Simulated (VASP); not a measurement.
MgC, 4 atoms in the cell. The typed cell holds 4 atoms: a = 3.876 Å, b = 2.927 Å, c = 3.877 Å, α = 90.00°, β = 90.00°, γ = 90.00°. 

- Program: VASP 6.6.1
- Task: single point
- Functional: PBE
- Potentials or basis: VASP PAW PBE potentials, release 64 (Mg, C)
- Cutoff: 520 eV
- k mesh: 4 × 6 × 4
- Occupations: gaussian, width 0.1 eV
- Spin: no spin polarisation
- Dipole correction: no
- Further INCAR settings: ALGO = Normal; EDIFF = 1e-06; NBANDS = 14

Potentials or basis: VASP PAW PBE potentials, release 64 (Mg, C).

Launch:

```bash
$ cat potpaw_PBE.64/Mg/POTCAR potpaw_PBE.64/C/POTCAR > POTCAR
$ mpirun -np 1 vasp_std > vasp.out
```

Hardware: 1 thread of Intel(R) Xeon(R) 6975P-C (Granite Rapids), on a shared host.

Q: Estimate the wall time of this run.

A: Wall time 7.4 s on 1 thread of Intel(R) Xeon(R) 6975P-C (Granite Rapids), on a shared host, peak memory 0.16 GiB. Counts: scf iterations 11, k points 36.
